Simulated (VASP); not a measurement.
# Li (P6/mmm) in VASP: notebook

The runs below take Li through single point, relaxation of cell and atoms, with PBE.

All numbers are computed with VASP 6.6.1; they aren't measurements. Logs are shortened: lines on timing, memory, paths and dates and some standing lists are left out, and cuts for length are marked.

**1. The cell of the first run**

Symmetry: P6/mmm, No. 191, hexagonal system. Conventional cell: a = 4.754 Å, b = 4.754 Å, c = 6.454 Å, α = 90.00°, β = 90.00°, γ = 120.00°. Li (site symmetry 6/mmm) has 14 Li at 3.23 to 3.34 Å within 4.2 Å. Li (site symmetry 3m) has 10 Li at 2.63 to 3.34 Å within 3.5 Å. Within 4.0 Å of Li (site symmetry 6/mmm) lie 14 Li at 3.04 to 3.23 Å.

**2. Single point, PBE**

File INCAR:

```
  PREC = Accurate
  ENCUT = 520
  EDIFF = 1E-6
  ISMEAR = 0
  SIGMA = 0.1
  LREAL = F
  LASPH = T
  NELM = 100
  ALGO = Normal
  ISIF = 2
  LWAVE = F
  LCHARG = T
  GGA = PE
  LELF = T
  LVHAR = T
  NBANDS = 18
```

File KPOINTS:

```
regular mesh
0
Gamma
  6 6 4
```

File POSCAR:

```
Li
1.0
    4.7542707600      0.0000000000      0.0000000000
   -2.3771353800      4.1173192600      0.0000000000
    0.0000000000      0.0000000000      6.4536885200
Li
6
Direct
    0.0000000000      0.0000000000      0.5000000000
    0.6666666700      0.3333333300      0.7959949400
    0.0000000000      0.0000000000      0.0000000000
    0.6666666700      0.3333333300      0.2040050600
    0.3333333300      0.6666666700      0.2040050600
    0.3333333300      0.6666666700      0.7959949400
```

Potentials or basis: VASP PAW PBE potentials, release 64 (Li_sv).

Launch:

```console
> cat potpaw_PBE.64/Li_sv/POTCAR > POTCAR
> mpirun -np 1 vasp_std > vasp.out
```

OUTCAR:

```text
PREC = Accurate
   ENCUT = 520
   EDIFF = 1E-6
   ISMEAR = 0
   LREAL = F
   LASPH = T
   NELM = 100
   ISIF = 2
   GGA = PE

 ion  position               nearest neighbor table
   1  0.000  0.000  0.500-
   2  0.667  0.333  0.796-
   3  0.000  0.000  0.000-
   4  0.667  0.333  0.204-
   5  0.333  0.667  0.204-
   6  0.333  0.667  0.796-

  LATTYP: Found a hexagonal cell.
 ALAT       =     4.7542707600
 C/A-ratio  =     1.3574507734

  Lattice vectors:

 A1 = (   4.7542707600,   0.0000000000,   0.0000000000)
 A2 = (  -2.3771353800,   4.1173192600,   0.0000000000)
 A3 = (   0.0000000000,   0.0000000000,   6.4536885200)

Analysis of symmetry for initial positions (statically):
=====================================================================
 Subroutine PRICEL returns:
 Original cell was already a primitive cell.

 Routine SETGRP: Setting up the symmetry group for a
 hexagonal supercell.

 Subroutine GETGRP returns: Found 24 space group operations
 (whereof 24 operations were pure point group operations)
 out of a pool of 24 trial point group operations.

The static configuration has the point symmetry D_6h.

Analysis of symmetry for dynamics (positions and initial velocities):
=====================================================================
 Subroutine PRICEL returns:
 Original cell was already a primitive cell.

 Routine SETGRP: Setting up the symmetry group for a
 hexagonal supercell.

 Subroutine GETGRP returns: Found 24 space group operations
 (whereof 24 operations were pure point group operations)
 out of a pool of 24 trial point group operations.

The dynamic configuration has the point symmetry D_6h.

 Subroutine INISYM returns: Found 24 space group operations
 (whereof 24 operations are pure point group operations),
 and found     1 'primitive' translations

----------------------------------------------------------------------------------------

                                     Primitive cell

  volume of cell :     126.3300

[... 88 lines left out ...]
   LSORBIT =      F    spin-orbit coupling
   LASPH  =      T    aspherical Exc in radial PAW
   ENCUT  =  520.0 eV  38.22 Ry    6.18 a.u.   8.84  8.84 12.00*2*pi/ulx,y,z
   NELM   =    100;   NELMIN=  2; NELMDL= -5     # of ELM steps
   EDIFF  = 0.1E-05   stopping-criterion for ELM
   LREAL  =      F    real-space projection
   EDIFFG = 0.1E-04   stopping-criterion for IOM
   NSW    =      0    number of steps for IOM
   IBRION =     -1    ionic relax: 0-MD 1-quasi-New 2-CG
   NFREE  =      0    steps in history (QN), initial steepest desc. (CG)
   ISIF   =      2    stress and relaxation
   ISYM   =      2    0-nonsym 1-usesym 2-fastsym
   POTIM  = 0.5000    time-step for ionic-motion
   TEBEG  =    0.0;   TEEND  =   0.0 temperature during run
   PSTRESS=    0.0 pullay stress
   NELECT =      18.0000    total number of electrons
   NUPDOWN=      -1.0000    fix difference up-down
   EMIN   =  10.00;   EMAX   =-10.00  energy-range for DOS
   EFERMI =   0.00;   METHOD = LEGACY
   ISMEAR =     0;   SIGMA  =   0.10  broadening in eV -4-tet -1-fermi 0-gaus
   EFERMI_NEDOS =   21; number of points for ismear=-14 and -15
   IALGO  =     38    algorithm
   IMIX   =      4    mixing-type and parameters
     AMIX     =   0.40;   BMIX     =  1.00
     AMIX_MAG =   1.60;   BMIX_MAG =  1.00
  volume/ion in A,a.u.               =      21.05       142.09
  Fermi-wavevector in a.u.,A,eV,Ry     =   0.855061  1.615830  9.947607  0.731128
  Thomas-Fermi vector in A             =   1.971752
   LORBIT       =      0    0 simple, 1 ext, 2 COOP (PROOUT), +10 PAW based schemes
   GGA     = PE    functional components
   LHFCALC =     F    Hartree Fock is set to
   AEXX    =    0.0000 exact exchange contribution
   IVDW    =     0    specifies the selected vdW correction
   LEPSILON=     F    determine dielectric tensor
   LRPA    =     F    only Hartree local field effects (RPA)
 non-spin polarized calculation
 Gauss-broadening in eV      SIGMA  =   0.10
  energy-cutoff  :      520.00
  volume of cell :      126.33
 maximum number of plane-waves:      3420
 NGX is ok and might be reduce to    36
   NGX = 17   NGY = 17   NGZ = 23

 number of electron      18.0000028 magnetization

 Free energy of the ion-electron system (eV)
  ---------------------------------------------------
  ext. energy  EPLUGINS =         0.00000000
  ---------------------------------------------------
  free energy    TOTEN  =       -11.02858225 eV

  energy without entropy =      -11.01192734  energy(sigma->0) =      -11.02025479

 E-fermi :   0.4833     XC(G=0):  -6.9217

 val. band max:        0.4504861832   @ k =   0.3333   0.1667   0.2500
 cond. band min:       0.5060737919   @ k =   0.3333  -0.0000   0.0000
 fundamental gap:      0.0555876088
 Fermi energy:         0.4832704536

 k-point     1 :       0.0000    0.0000    0.0000
  band No.  band energies     occupation
      1     -46.2701      2.00000
      2     -46.1696      2.00000
      3     -46.1541      2.00000
      4     -46.1400      2.00000
      5     -46.1259      2.00000
      6     -45.6843      2.00000
[... 418 lines left out ...]
      5     -46.1401      2.00000
      6     -45.6845      2.00000
[... 10 lines left out ...]
     17       6.5982      0.00000
     18       6.6837      0.00000

------------------------ aborting loop because EDIFF is reached ----------------------------------------

  FORCE on cell =-STRESS in cart. coord.  units (eV):
  Direction    XX          YY          ZZ          XY          YZ          ZX
  --------------------------------------------------------------------------------------
  -------------------------------------------------------------------------------------
  Total        0.5569755      0.5569755     -0.5518178      0.0000000     -0.0000000      0.0000000
  in kB        7.0638300      7.0638300     -6.9984171      0.0000000     -0.0000000      0.0000000
  external PRESSURE =       2.3764143 kB  Pullay stress =       0.0000000 kB

 VOLUME and BASIS-vectors are now :
 -----------------------------------------------------------------------------
  energy-cutoff  :      520.00
  volume of cell :      126.33
      direct lattice vectors                 reciprocal lattice vectors
     4.754270760  0.000000000  0.000000000     0.210337200  0.121438239  0.000000000
    -2.377135380  4.117319260  0.000000000     0.000000000  0.242876478  0.000000000
     0.000000000  0.000000000  6.453688520     0.000000000  0.000000000  0.154950149

 POSITION                                       TOTAL-FORCE (eV/Angst)
 -----------------------------------------------------------------------------------
      0.00000      0.00000      3.22684         0.000000     -0.000000      0.000000
      2.37714      1.37244      5.13710        -0.000000     -0.000000     -0.402675
      0.00000      0.00000      0.00000         0.000000     -0.000000      0.000000
      2.37714      1.37244      1.31659         0.000000     -0.000000      0.402675
     -0.00000      2.74488      1.31659        -0.000000      0.000000      0.402675
     -0.00000      2.74488      5.13710        -0.000000      0.000000     -0.402675
 -----------------------------------------------------------------------------------
    total drift:                                0.000000      0.000000      0.000000

  FREE ENERGIE OF THE ION-ELECTRON SYSTEM (eV)
  ---------------------------------------------------
  free  energy   TOTEN  =       -11.0285822476 eV

  energy  without entropy=      -11.0119273377  energy(sigma->0) =      -11.02025479
```

stdout:

```text
POSCAR found type information on POSCAR Li
 POSCAR found :  1 types and       6 ions
 scaLAPACK will be used
 LDA part: xc-table for (Slater+PW92), standard interpolation
 POSCAR, INCAR and KPOINTS ok, starting setup
 FFT: planning ... GRIDC
 FFT: planning ... GRID_SOFT
 FFT: planning ... GRID
 WAVECAR not read
 entering main loop
```

Run time: 21 s. Hardware: 1 thread of Intel Xeon 6975P-C (Granite Rapids), shared host; peak memory 0.22 GiB.

Results:

```yaml
Free_energy: -11.0286 eV
Largest_force: 0.403 eV/Å
Band_gap_on_the_k_mesh: zero (band 9 reaches 2.58 eV, above the bottom of band 10 at -0.29 eV)
```

Forces on the atoms (eV/Å):
```
Li   0.000  0.000  0.000
Li   0.000  0.000 -0.403
Li   0.000  0.000  0.000
Li   0.000  0.000  0.403
Li   0.000  0.000  0.403
Li   0.000  0.000 -0.403
```

Caveat: the cutoff is under 1.25 times the usual one of these potentials, so pressure, stress and relaxed cells hold a basis-set (Pulay) error.

**3. Single point, PBE**

This run uses another cell than the first one, of 20.32 Å³/atom, 0.965 times its volume.

File INCAR:

```
SYSTEM = Li
PREC     = Accurate       ! precision mode
ENCUT    = 520            ! plane-wave cutoff, eV
EDIFF    = 1E-6           ! SCF threshold, eV
ISMEAR   = 0              ! smearing method
SIGMA    = 0.1            ! smearing width, eV
LREAL    = .False.        ! projectors in reciprocal space
LASPH    = .True.         ! aspherical terms in the spheres
NELM     = 100            ! most SCF steps
ALGO     = Normal         ! electronic algorithm
ISIF     = 2              ! what is computed and relaxed
LWAVE    = .False.        ! write WAVECAR
LCHARG   = .True.         ! write CHGCAR
GGA      = PE             ! functional
LELF     = .True.         ! ELF
LVHAR    = .True.       
NBANDS   = 18             ! bands
```

File KPOINTS:

```
regular mesh
0
Gamma
  6 6 4
  0 0 0
```

File POSCAR:

```
Li
1.0
    4.9567143293      0.0000000000      0.0000000000
   -2.4783571647      4.2926405285      0.0000000000
    0.0000000000      0.0000000000      5.7292199406
Li
6
Direct
    0.0000000000      0.0000000000      0.5000000000
    0.6666666667      0.3333333333      0.7497469615
    0.0000000000      0.0000000000      0.0000000000
    0.6666666667      0.3333333333      0.2502530385
    0.3333333333      0.6666666667      0.2502530385
    0.3333333333      0.6666666667      0.7497469615
```

Potentials or basis: VASP PAW PBE potentials, release 64 (Li_sv).

Launch:

```console
> cat potpaw_PBE.64/Li_sv/POTCAR > POTCAR
> mpirun -np 1 vasp_std > vasp.out
```

Wall time 42 s (1 thread of Intel Xeon Platinum 8488C (Sapphire Rapids), shared host); peak memory 0.24 GiB.

It converged, with:

```yaml
Free_energy: -11.3729 eV
Largest_force: 0.003 eV/Å
Band_gap_on_the_k_mesh: zero (band 9 reaches 3.75 eV, above the bottom of band 10 at -0.53 eV)
```

Forces on the atoms (eV/Å):
```
Li   0.000  0.000  0.000
Li   0.000  0.000  0.003
Li   0.000  0.000  0.000
Li   0.000  0.000 -0.003
Li   0.000  0.000 -0.003
Li   0.000  0.000  0.003
```

Levels at points of the mesh, in eV from the Fermi level:
```csv
k point,band 5,band 6,band 7,band 8,band 9,band 10,band 11,band 12
"(0.00, 0.00, 0.00)",-46.51,-46.50,-3.58,-0.49,0.17,2.02,2.02,2.07
"(0.50, 0.00, 0.00)",-46.51,-46.50,-2.08,-2.05,0.04,0.62,0.75,1.98
"(0.00, 0.00, 0.50)",-46.51,-46.51,-2.73,-2.73,3.11,3.11,3.11,3.11
"(0.50, 0.00, 0.50)",-46.51,-46.51,-1.20,-1.20,-1.17,-1.17,1.16,1.16
```

Caveat: the cutoff is under 1.25 times the usual one of these potentials, so pressure, stress and relaxed cells hold a basis-set (Pulay) error.

**4. Single point, PBE**

This run uses another cell than the first one, of 20.26 Å³/atom, 0.962 times its volume.

File INCAR:

```
PREC = Accurate ; ENCUT = 520
EDIFF = 1E-6 ; ISMEAR = 0
SIGMA = 0.2 ; LREAL = F
LASPH = T ; NELM = 100
ALGO = Normal ; ISIF = 2
LWAVE = F ; LCHARG = F
GGA = PE ; NBANDS = 18
```

File KPOINTS:

```
regular mesh
0
Gamma
  6 6 4
```

File POSCAR:

```
Li
1.0
    4.9217523357      0.0000000000      0.0000000000
   -2.4608761679      4.2623625539      0.0000000000
    0.0000000000      0.0000000000      5.7959034523
Li
6
Direct
    0.0000000000      0.0000000000      0.5000000000
    0.0000000000      0.0000000000      1.0000000000
    0.6666666667      0.3333333333      0.2500000000
    0.6666666667      0.3333333333      0.7500000000
    0.3333333333      0.6666666667      0.2500000000
    0.3333333333      0.6666666667      0.7500000000
```

Launch:

```console
> cat potpaw_PBE.64/Li_sv/POTCAR > POTCAR
> mpirun -np 1 vasp_std > vasp.out
```

Wall time 41 s (1 thread of Intel Xeon Platinum 8488C (Sapphire Rapids), shared host); peak memory 0.24 GiB.

The run converged. Its results:

```yaml
Free_energy: -11.3908 eV
Band_gap_on_the_k_mesh: zero (band 9 reaches 3.81 eV, above the bottom of band 10 at -0.52 eV)
```

Levels at points of the mesh, in eV from the Fermi level:
| k point | band 5 | band 6 | band 7 | band 8 | band 9 | band 10 | band 11 | band 12 |
| --- | --- | --- | --- | --- | --- | --- | --- | --- |
| (0.00, 0.00, 0.00) | -46.49 | -46.48 | -3.57 | -0.55 | 0.09 | 2.11 | 2.11 | 2.16 |
| (0.50, 0.00, 0.00) | -46.49 | -46.48 | -2.05 | -2.02 | 0.10 | 0.58 | 0.69 | 1.95 |
| (0.00, 0.00, 0.50) | -46.48 | -46.48 | -2.74 | -2.74 | 3.16 | 3.16 | 3.16 | 3.16 |
| (0.50, 0.00, 0.50) | -46.48 | -46.48 | -1.20 | -1.20 | -1.16 | -1.16 | 1.19 | 1.19 |

Caveat: the cutoff is under 1.25 times the usual one of these potentials, so pressure, stress and relaxed cells hold a basis-set (Pulay) error.

(Continued in part 2 of 2.)
